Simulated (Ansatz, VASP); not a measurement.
**One calculation of CuI, two programs**

File INCAR:

```
SYSTEM = CuI
  ALGO = Normal
  EDIFF = 1E-6
  ENCUT = 520
  GGA = PE
  ISIF = 2
  ISMEAR = 0
  LASPH = .True.
  LCHARG = .False.
  LREAL = .False.
  LWAVE = .False.
  NBANDS = 26
  NELM = 80
  PREC = Accurate
  SIGMA = 0.01
```

KPOINTS

```
k-points
0
Gamma
  6 6 4
  0 0 0
```

File POSCAR:

```
CuI
1.0
    4.4335673237      0.0000000000      0.0000000000
   -2.2167836619      3.8395819317      0.0000000000
    0.0000000000      0.0000000000      8.1758873519
Cu I
2 2
Direct
    0.3333333333      0.6666666667      0.2500000000
    0.6666666667      0.3333333333      0.7500000000
    0.6666666667      0.3333333333      0.2500000000
    0.3333333333      0.6666666667      0.7500000000
```

Input for Ansatz:

```yaml
crystal:
  lattice:
    - [4.4335673237, 0.0, 0.0]
    - [-2.2167836619, 3.8395819317, 0.0]
    - [0.0, 0.0, 8.1758873519]
  atoms:
    - { symbol: Cu, position: [0.3333333333, 0.6666666667, 0.25] }
    - { symbol: Cu, position: [0.6666666667, 0.3333333333, 0.75] }
    - { symbol: I, position: [0.6666666667, 0.3333333333, 0.25] }
    - { symbol: I, position: [0.3333333333, 0.6666666667, 0.75] }
kpoints:
  mp_grid: { grid: [6, 6, 4] }
hamiltonian:
  xc: pbe
scf:
  occupations: { method: fixed }
  n_extra_bands: 5
output:
  forces: true
  stress: true
  eigenvalues: true
```

Alike in both runs: task single point; functional PBE; k mesh 6 × 6 × 4; no spin polarisation.

|  | VASP | Ansatz |
| --- | --- | --- |
| version | VASP 6.6.1 | Ansatz 0.2.0 |
| potentials or method | VASP PAW PBE potentials, release 64 (Cu, I) | plane waves, PAW |
| plane-wave cutoff (eV) | 520 | 420 |
| occupations | gaussian, width 0.01 eV | fixed |
| valence electrons in the cell | 36 | 72 |

Ansatz gave:

| Quantity | Value |
| --- | --- |
| gap on the k mesh at the Fermi level (eV) | 1.08 |
| pressure (GPa) | -0.8 |
| traceless stress, the component that is largest in VASP (GPa) | 0.74 |

**Question.** What did VASP give for the same quantities?

**Answer.** gap on the k mesh at the Fermi level (eV): 1.10; pressure (GPa): -0.8; traceless stress, the component that is largest in VASP (GPa): 0.71.

VASP's potentials hold 36 valence electrons a cell and Ansatz's 72, so a difference there can come from the potentials and not from the codes.

Spin-orbit coupling is off throughout.
